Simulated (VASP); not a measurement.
Input of a VASP 6.6.1 run:

File INCAR:

```
  ALGO = Normal
  EDIFF = 1E-6
  ENCUT = 520
  GGA = PS
  ISIF = 2
  ISMEAR = -4
  LASPH = T
  LCHARG = T
  LELF = T
  LREAL = F
  LVHAR = T
  LWAVE = F
  NBANDS = 23
  NELM = 100
  PREC = Accurate
  SIGMA = 0.1
```

Contents of KPOINTS:

```
k-points
0
Gamma
  10 10 6
```

POSCAR

```
PPt
1.0
    3.5855600992      0.0000000000      0.0000000000
   -1.7927800496      3.1051861327      0.0000000000
    0.0000000000      0.0000000000      6.6172196563
Pt P
2 2
Direct
    0.6666666667      0.3333333333     -0.0105000274
    0.3333333333      0.6666666667      0.4894999726
    0.6666666667      0.3333333333      0.6357000274
    0.3333333333      0.6666666667      0.1357000274
```

Potentials or basis: VASP PAW PBE potentials, release 64 (Pt, P).

Launch:

```bash
$ cat potpaw_PBE.64/Pt/POTCAR potpaw_PBE.64/P/POTCAR > POTCAR
$ mpirun -np 1 vasp_std > vasp.out
```

Estimate the band gap on the k mesh.

zero (bands 15 and 16 overlap by 3.91 eV).

What does it give for the largest force?

0.098 eV/Å.

Predict the pressure.

0.5 GPa.

Stress tensor (GPa, compression positive):
```
0.68 0.00 0.00
0.00 0.68 0.00
0.00 0.00 0.07
```

Caveat: the PAW data sets were made with another functional, which shifts forces and pressure a little; spin-orbit coupling is left out, which moves the levels of the heavy elements; tetrahedron occupations give inexact forces and stress in metals.
